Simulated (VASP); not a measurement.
# WS2 in VASP: notebook

WS2 is run at these levels: PBEsol; tasks: single point.

All numbers are computed with VASP 6.6.1; they aren't measurements. Logs are shortened: lines on timing, memory, paths and dates and some standing lists are left out, and cuts for length are marked.

### Step 1. The cell of the first run

The cell holds a slab with vacuum, 3 atoms: a = 3.051 Å, b = 3.051 Å, c = 17.259 Å, α = 90.00°, β = 90.00°, γ = 120.00°.

### Step 2. Single point, PBEsol (biaxial strain in the a-b plane: -3.0 %)

Contents of INCAR:

```
PREC = Accurate
ENCUT = 520
EDIFF = 1E-6
ISMEAR = 0
SIGMA = 0.02
LREAL = F
LASPH = T
NELM = 60
ALGO = Normal
ISIF = 2
LWAVE = F
LCHARG = F
GGA = PS
NBANDS = 20
```

Contents of KPOINTS:

```
Automatic mesh
0
Gamma
  12 12 2
```

Contents of POSCAR:

```
WS2
1.0
    3.0514029337      0.0000000000      0.0000000000
   -1.5257014669      2.6425924578      0.0000000000
    0.0000000000      0.0000000000     17.2585825972
W S
1 2
Direct
    0.3333333333      0.6666666667      0.0000000000
    0.6666666667      0.3333333333      0.9073815096
    0.6666666667      0.3333333333      0.0926184904
```

Potentials or basis: VASP PAW PBE potentials, release 64 (W_sv, S).

Command:

```console
$ cat potpaw_PBE.64/W_sv/POTCAR potpaw_PBE.64/S/POTCAR > POTCAR
$ mpirun -np 1 vasp_std > vasp.out
```

OUTCAR:

```text
PREC = Accurate
   ENCUT = 520
   EDIFF = 1E-6
   ISMEAR = 0
   LREAL = F
   LASPH = T
   NELM = 60
   ISIF = 2
   GGA = PS

 ion  position               nearest neighbor table
   1  0.333  0.667  0.000-   2 2.38   3 2.38   2 2.38   3 2.38   2 2.38   3 2.38
   2  0.667  0.333  0.907-   1 2.38   1 2.38   1 2.38
   3  0.667  0.333  0.093-   1 2.38   1 2.38   1 2.38

  LATTYP: Found a hexagonal cell.
 ALAT       =     3.0514029337
 C/A-ratio  =     5.6559500571

  Lattice vectors:

 A1 = (   3.0514029337,   0.0000000000,   0.0000000000)
 A2 = (  -1.5257014669,   2.6425924578,   0.0000000000)
 A3 = (   0.0000000000,   0.0000000000,  17.2585825972)

Analysis of symmetry for initial positions (statically):
=====================================================================
 Subroutine PRICEL returns:
 Original cell was already a primitive cell.

 Routine SETGRP: Setting up the symmetry group for a
 hexagonal supercell.

 Subroutine GETGRP returns: Found 12 space group operations
 (whereof 12 operations were pure point group operations)
 out of a pool of 24 trial point group operations.

The static configuration has the point symmetry D_3h.

Analysis of symmetry for dynamics (positions and initial velocities):
=====================================================================
 Subroutine PRICEL returns:
 Original cell was already a primitive cell.

 Routine SETGRP: Setting up the symmetry group for a
 hexagonal supercell.

 Subroutine GETGRP returns: Found 12 space group operations
 (whereof 12 operations were pure point group operations)
 out of a pool of 24 trial point group operations.

The dynamic configuration has the point symmetry D_3h.

 Subroutine INISYM returns: Found 12 space group operations
 (whereof 12 operations are pure point group operations),
 and found     1 'primitive' translations

----------------------------------------------------------------------------------------

                                     Primitive cell

  volume of cell :     139.1666

  direct lattice vectors                    reciprocal lattice vectors
     3.051402934  0.000000000  0.000000000     0.327718109  0.189208139  0.000000000
    -1.525701467  2.642592458  0.000000000     0.000000000  0.378416277  0.000000000
     0.000000000  0.000000000 17.258582597     0.000000000  0.000000000  0.057942186

  length of vectors
     3.051402934  3.051402934 17.258582597     0.378416277  0.378416277  0.057942186

  position of ions in fractional coordinates (direct lattice)
     0.333333333  0.666666667  0.000000000
     0.666666667  0.333333333  0.907381510
     0.666666667  0.333333333  0.092618490

  ion indices of the primitive-cell ions
   primitive index   ion index
                 1           1
                 2           2
                 3           3

----------------------------------------------------------------------------------------

 KPOINTS: Automatic mesh

Automatic generation of k-mesh.
 Grid dimensions read from file:
 generate k-points for:   12   12    2

 Generating k-lattice:

  Cartesian coordinates                     Fractional coordinates (reciprocal lattice)
     0.027309842  0.015767345  0.000000000     0.083333333  0.000000000  0.000000000
     0.000000000  0.031534690  0.000000000     0.000000000  0.083333333  0.000000000
     0.000000000  0.000000000  0.028971093     0.000000000  0.000000000  0.500000000

  Length of vectors
     0.031534690  0.031534690  0.028971093

  Shift w.r.t. Gamma in fractional coordinates (k-lattice)
     0.000000000  0.000000000  0.000000000

 Subroutine IBZKPT returns following result:
 ===========================================

 Found     38 irreducible k-points:

 Following reciprocal coordinates:
            Coordinates               Weight
  0.000000  0.000000  0.000000      1.000000
  0.083333 -0.000000  0.000000      6.000000
  0.166667 -0.000000  0.000000      6.000000
  0.250000 -0.000000  0.000000      6.000000
  0.333333 -0.000000  0.000000      6.000000
  0.416667 -0.000000  0.000000      6.000000
[... 16 lines left out ...]
  0.250000 -0.000000  0.500000      6.000000
  0.333333 -0.000000  0.500000      6.000000
 [... further k-points ...]
   k-points           NKPTS =     38   k-points in BZ     NKDIM =     38   number of bands    NBANDS=     20
   number of dos      NEDOS =    301   number of ions     NIONS =      3
   total plane-waves  NPLWV =  73728
   dimension x,y,z NGX =    24 NGY =   24 NGZ =  128
   dimension x,y,z NGXF=    48 NGYF=   48 NGZF=  256
   ions per type =               1   2
   NGX,Y,Z   is equivalent  to a cutoff of  13.08, 13.08, 12.33 a.u.
   NGXF,Y,Z  is equivalent  to a cutoff of  26.15, 26.15, 24.66 a.u.
 SYSTEM =  unknown system
   PREC   = accura    normal or accurate (medium, high low for compatibility)
   ISTART =      0    job   : 0-new  1-cont  2-samecut
   ICHARG =      2    charge: 1-file 2-atom 10-const
   ISPIN  =      1    spin polarized calculation?
   LNONCOLLINEAR =      F non collinear calculations
   LSORBIT =      F    spin-orbit coupling
   LASPH  =      T    aspherical Exc in radial PAW
   ENCUT  =  520.0 eV  38.22 Ry    6.18 a.u.   5.67  5.67 32.09*2*pi/ulx,y,z
   NELM   =     60;   NELMIN=  2; NELMDL= -5     # of ELM steps
   EDIFF  = 0.1E-05   stopping-criterion for ELM
   LREAL  =      F    real-space projection
   EDIFFG = 0.1E-04   stopping-criterion for IOM
   NSW    =      0    number of steps for IOM
   IBRION =     -1    ionic relax: 0-MD 1-quasi-New 2-CG
   NFREE  =      0    steps in history (QN), initial steepest desc. (CG)
   ISIF   =      2    stress and relaxation
   ISYM   =      2    0-nonsym 1-usesym 2-fastsym
   POTIM  = 0.5000    time-step for ionic-motion
   TEBEG  =    0.0;   TEEND  =   0.0 temperature during run
   PSTRESS=    0.0 pullay stress
   NELECT =      26.0000    total number of electrons
   NUPDOWN=      -1.0000    fix difference up-down
   EMIN   =  10.00;   EMAX   =-10.00  energy-range for DOS
   EFERMI =   0.00;   METHOD = LEGACY
   ISMEAR =     0;   SIGMA  =   0.02  broadening in eV -4-tet -1-fermi 0-gaus
   EFERMI_NEDOS =   21; number of points for ismear=-14 and -15
   IALGO  =     38    algorithm
   IMIX   =      4    mixing-type and parameters
     AMIX     =   0.40;   BMIX     =  1.00
     AMIX_MAG =   1.60;   BMIX_MAG =  1.00
  volume/ion in A,a.u.               =      46.39       313.05
  Fermi-wavevector in a.u.,A,eV,Ry     =   0.935882  1.768560 11.916999  0.875875
  Thomas-Fermi vector in A             =   2.062835
   LORBIT       =      0    0 simple, 1 ext, 2 COOP (PROOUT), +10 PAW based schemes
   GGA     = PS    functional components
   LHFCALC =     F    Hartree Fock is set to
   AEXX    =    0.0000 exact exchange contribution
   IVDW    =     0    specifies the selected vdW correction
   LEPSILON=     F    determine dielectric tensor
   LRPA    =     F    only Hartree local field effects (RPA)
 non-spin polarized calculation
 Gauss-broadening in eV      SIGMA  =   0.02
  energy-cutoff  :      520.00
  volume of cell :      139.17
 maximum number of plane-waves:      3772
 NGX is ok and might be reduce to    24
   NGX = 11   NGY = 11   NGZ = 65

 number of electron      26.0000000 magnetization

 Free energy of the ion-electron system (eV)
  ---------------------------------------------------
  ext. energy  EPLUGINS =         0.00000000
  ---------------------------------------------------
  free energy    TOTEN  =       -25.15061779 eV

  energy without entropy =      -25.15061779  energy(sigma->0) =      -25.15061779

 E-fermi :  -0.6605     XC(G=0):  -4.6659

 val. band max:       -0.8794187955   @ k =   0.3333   0.3333   0.5000
 cond. band min:       0.9653125752   @ k =   0.1667   0.1667   0.0000
 fundamental gap:      1.8447313706
 Fermi energy:        -0.6605164354

 k-point     1 :       0.0000    0.0000    0.0000
  band No.  band energies     occupation
      1     -74.6651      2.00000
      2     -39.0275      2.00000
      3     -38.7057      2.00000
      4     -38.7057      2.00000
      5     -16.0902      2.00000
      6     -14.4226      2.00000
[... 12 lines left out ...]
     19       4.5077      0.00000
     20       5.1476      0.00000

 k-point     2 :       0.0833   -0.0000    0.0000
  band No.  band energies     occupation
      1     -74.6630      2.00000
      2     -39.0210      2.00000
      3     -38.7415      2.00000
      4     -38.7139      2.00000
      5     -15.9548      2.00000
      6     -14.3678      2.00000
[... 12 lines left out ...]
     19       4.6610      0.00000
     20       5.5626      0.00000

 k-point     3 :       0.1667   -0.0000    0.0000
  band No.  band energies     occupation
      1     -74.6574      2.00000
      2     -39.0030      2.00000
      3     -38.8385      2.00000
      4     -38.7362      2.00000
      5     -15.5679      2.00000
      6     -14.2113      2.00000
[... 12 lines left out ...]
     19       5.1023      0.00000
     20       6.0989      0.00000

 k-point     4 :       0.2500   -0.0000    0.0000
  band No.  band energies     occupation
      1     -74.6497      2.00000
      2     -38.9783      2.00000
      3     -38.9685      2.00000
      4     -38.7665      2.00000
      5     -14.9867      2.00000
      6     -13.9784      2.00000
[... 12 lines left out ...]
     19       5.7562      0.00000
     20       6.5615      0.00000

 k-point     5 :       0.3333   -0.0000    0.0000
  band No.  band energies     occupation
      1     -74.6420      2.00000
      2     -39.0959      2.00000
      3     -38.9536      2.00000
      4     -38.7967      2.00000
      5     -14.3133      2.00000
      6     -13.7174      2.00000
[... 12 lines left out ...]
     19       6.3335      0.00000
     20       6.6559      0.00000

 k-point     6 :       0.4167   -0.0000    0.0000
  band No.  band energies     occupation
      1     -74.6364      2.00000
      2     -39.1876      2.00000
      3     -38.9354      2.00000
      4     -38.8186      2.00000
      5     -13.7223      2.00000
      6     -13.5026      2.00000
[... 12 lines left out ...]
     19       6.5499      0.00000
     20       6.8929      0.00000

 k-point     7 :       0.5000   -0.0000    0.0000
  band No.  band energies     occupation
      1     -74.6343      2.00000
      2     -39.2208      2.00000
      3     -38.9287      2.00000
      4     -38.8266      2.00000
      5     -13.4724      2.00000
      6     -13.4176      2.00000
[... 12 lines left out ...]
     19       6.6941      0.00000
     20       7.0759      0.00000
[... 277 lines left out ...]
 k-point    20 :       0.0000    0.0000    0.5000
  band No.  band energies     occupation
      1     -74.6651      2.00000
      2     -39.0275      2.00000
      3     -38.7057      2.00000
      4     -38.7057      2.00000
      5     -16.0902      2.00000
      6     -14.4226      2.00000
[... 12 lines left out ...]
     19       4.3779      0.00000
     20       5.2935      0.00000

 k-point    21 :       0.0833   -0.0000    0.5000
  band No.  band energies     occupation
      1     -74.6630      2.00000
      2     -39.0210      2.00000
      3     -38.7415      2.00000
      4     -38.7139      2.00000
      5     -15.9548      2.00000
      6     -14.3678      2.00000
[... 12 lines left out ...]
     19       4.5987      0.00000
     20       5.8050      0.00000

 k-point    22 :       0.1667   -0.0000    0.5000
  band No.  band energies     occupation
      1     -74.6574      2.00000
      2     -39.0030      2.00000
      3     -38.8385      2.00000
      4     -38.7362      2.00000
      5     -15.5679      2.00000
      6     -14.2113      2.00000
[... 12 lines left out ...]
     19       5.0542      0.00000
     20       6.2300      0.00000

 k-point    23 :       0.2500   -0.0000    0.5000
  band No.  band energies     occupation
      1     -74.6497      2.00000
      2     -38.9783      2.00000
      3     -38.9685      2.00000
      4     -38.7665      2.00000
      5     -14.9867      2.00000
      6     -13.9784      2.00000
[... 12 lines left out ...]
     19       5.6352      0.00000
     20       6.8311      0.00000

 k-point    24 :       0.3333   -0.0000    0.5000
  band No.  band energies     occupation
      1     -74.6420      2.00000
      2     -39.0959      2.00000
      3     -38.9536      2.00000
      4     -38.7967      2.00000
      5     -14.3133      2.00000
      6     -13.7174      2.00000
[... 12 lines left out ...]
     19       6.2873      0.00000
     20       6.7581      0.00000

 [... further k-points ...]

------------------------ aborting loop because EDIFF is reached ----------------------------------------

  FORCE on cell =-STRESS in cart. coord.  units (eV):
  Direction    XX          YY          ZZ          XY          YZ          ZX
  --------------------------------------------------------------------------------------
  -------------------------------------------------------------------------------------
  Total        3.3358968      3.3358968      0.3263069     -0.0000000     -0.0000000      0.0000000
  in kB       38.4050482     38.4050482      3.7566607     -0.0000000     -0.0000000      0.0000000
  external PRESSURE =      26.8555857 kB  Pullay stress =       0.0000000 kB

 VOLUME and BASIS-vectors are now :
 -----------------------------------------------------------------------------
  energy-cutoff  :      520.00
  volume of cell :      139.17
      direct lattice vectors                 reciprocal lattice vectors
     3.051402934  0.000000000  0.000000000     0.327718109  0.189208139  0.000000000
    -1.525701467  2.642592458  0.000000000     0.000000000  0.378416277  0.000000000
     0.000000000  0.000000000 17.258582597     0.000000000  0.000000000  0.057942186

 POSITION                                       TOTAL-FORCE (eV/Angst)
 -----------------------------------------------------------------------------------
     -0.00000      1.76173      0.00000         0.000000      0.000000      0.000000
      1.52570      0.88086     15.66012        -0.000000     -0.000000     -0.110804
      1.52570      0.88086      1.59846         0.000000     -0.000000      0.110804
 -----------------------------------------------------------------------------------
    total drift:                               -0.000000      0.000000      0.000000

  FREE ENERGIE OF THE ION-ELECTRON SYSTEM (eV)
  ---------------------------------------------------
  free  energy   TOTEN  =       -25.1506177914 eV

  energy  without entropy=      -25.1506177914  energy(sigma->0) =      -25.15061779
```

It took 53 s on 1 thread of Intel Xeon 6975P-C (Granite Rapids), shared host; peak memory 0.29 GiB.

What came out:

```yaml
Free_energy: -25.1506 eV
Largest_force: 0.111 eV/Å
Band_gap_on_the_k_mesh: 1.84 eV (least direct gap 2.42 eV)
```

Forces on the atoms (eV/Å):
```
W    0.000  0.000  0.000
S    0.000  0.000 -0.111
S    0.000  0.000  0.111
```

Levels at points of the mesh, in eV from the valence-band top:
| k point | band 10 | band 11 | band 12 | band 13 | band 14 | band 15 | band 16 | band 17 |
| --- | --- | --- | --- | --- | --- | --- | --- | --- |
| (0.00, 0.00, 0.00) | -2.57 | -1.28 | -1.28 | -0.56 | 3.25 | 3.25 | 3.33 | 3.33 |
| (0.50, 0.00, 0.00) | -3.36 | -2.49 | -1.06 | -0.92 | 3.50 | 3.56 | 4.10 | 4.99 |
| (0.00, 0.00, 0.50) | -2.57 | -1.28 | -1.28 | -0.56 | 3.25 | 3.25 | 3.33 | 3.33 |
| (0.50, 0.00, 0.50) | -3.36 | -2.49 | -1.06 | -0.92 | 3.50 | 3.56 | 4.10 | 4.99 |

Caveat: the cell differs from its parent crystal (biaxial strain in the a-b plane: -3.0 %); there is no dipole correction, which matters where the two faces differ; the PAW data sets were made with another functional, which shifts forces and pressure a little; spin-orbit coupling is left out, which moves the levels of the heavy elements.

### Step 3. Single point, PBEsol

Contents of INCAR:

```
SYSTEM = WS2
PREC = Accurate ; ENCUT = 520
EDIFF = 1E-6 ; ISMEAR = 0
SIGMA = 0.02 ; LREAL = .False.
LASPH = .True. ; NELM = 100
ALGO = Normal ; ISIF = 2
LWAVE = .False. ; LCHARG = .True.
GGA = PS ; LELF = .True.
LVHAR = .True. ; NBANDS = 20
```

Contents of KPOINTS:

```
regular mesh
0
Gamma
  12 12 2
  0 0 0
```

Contents of POSCAR:

```
WS2
1.0
    3.0514029337      0.0000000000      0.0000000000
   -1.5257014669      2.6425924578      0.0000000000
    0.0000000000      0.0000000000     17.2593268133
W S
1 2
Direct
    0.3333333333      0.6666666667      0.0000000000
    0.6666666667      0.3333333333      0.9071459227
    0.6666666667      0.3333333333      0.0928540773
```

Potentials or basis: VASP PAW PBE potentials, release 64 (W_sv, S).

Command:

```console
$ cat potpaw_PBE.64/W_sv/POTCAR potpaw_PBE.64/S/POTCAR > POTCAR
$ mpirun -np 1 vasp_std > vasp.out
```

Run time: 64 s. Hardware: 1 thread of Intel Xeon 6975P-C (Granite Rapids), shared host; peak memory 0.3 GiB.

Results (log left out):

```
Free energy            : -25.1512 eV
Largest force          : 0.024 eV/Å
Band gap on the k mesh : 1.83 eV (least direct gap 2.44 eV)
```

Forces in eV/Å, atoms in the order of the input:
```
W    0.000  0.000  0.000
S    0.000  0.000 -0.024
S    0.000  0.000  0.024
```

Levels at points of the mesh, in eV from the valence-band top:
```tsv
k point	band 11	band 12	band 13	band 14	band 15	band 16
(0.00, 0.00, 0.00)	-1.27	-1.27	-0.58	3.25	3.25	3.31
(0.50, 0.00, 0.00)	-2.50	-1.06	-0.91	3.50	3.54	4.08
(0.00, 0.00, 0.50)	-1.27	-1.27	-0.58	3.25	3.25	3.31
(0.50, 0.00, 0.50)	-2.50	-1.06	-0.91	3.50	3.54	4.08
```

Caveat: there is no dipole correction, which matters where the two faces differ; the PAW data sets were made with another functional, which shifts forces and pressure a little; spin-orbit coupling is left out, which moves the levels of the heavy elements.
